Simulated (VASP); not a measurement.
Write the native input for VASP 6.6.1 that does the following.

```
Task                   : single point
Functional             : PBE
Potentials or basis    : VASP PAW PBE potentials, release 64 (Bi_d, Te)
Cutoff                 : 520 eV
k mesh                 : 6 × 6 × 6
Occupations            : gaussian, width 0.01 eV
Spin                   : no spin polarisation
Dipole correction      : no
Further INCAR settings : ALGO = Normal; EDIFF = 1e-06; NBANDS = 32
```

The structure of Bi2Te3 lies in POSCAR:

```
Bi2Te3
1.0
    2.1930000000      1.2661300000     10.1656700000
   -2.1930000000      1.2661300000     10.1656700000
    0.0000000000     -2.5322600000     10.1656700000
Bi Te
2 3
Direct
    0.4000000000      0.4000000000      0.4000000000
    0.6000000000      0.6000000000      0.6000000000
    0.0000000000      0.0000000000      0.0000000000
    0.2095000000      0.2095000000      0.2095000000
    0.7905000000      0.7905000000      0.7905000000
```

The input as run:

INCAR

```
SYSTEM = Bi2Te3
PREC = Accurate
ENCUT = 520
EDIFF = 1E-6
ISMEAR = 0
SIGMA = 0.01
LREAL = .FALSE.
LASPH = .TRUE.
NELM = 100
ALGO = Normal
ISIF = 2
LWAVE = .FALSE.
LCHARG = .TRUE.
GGA = PE
LELF = .TRUE.
LVHAR = .TRUE.
NBANDS = 32
```

KPOINTS

```
regular mesh
0
G
  6 6 6
  0 0 0
```

Potentials or basis: VASP PAW PBE potentials, release 64 (Bi_d, Te).

Run with:

```bash
$ cat potpaw_PBE.64/Bi_d/POTCAR potpaw_PBE.64/Te/POTCAR > POTCAR
$ mpirun -np 1 vasp_std > vasp.out
```

It gave:

```
Pressure               : 1.9 GPa
Largest force          : 0.025 eV/Å
Band gap on the k mesh : 0.28 eV
```

Caveat: spin-orbit coupling is left out, which moves the levels of the heavy elements.

Run time: 15 min on 1 thread of AMD EPYC 7R43 64-Core Processor (Zen 3), on a shared host, peak memory 0.89 GiB.
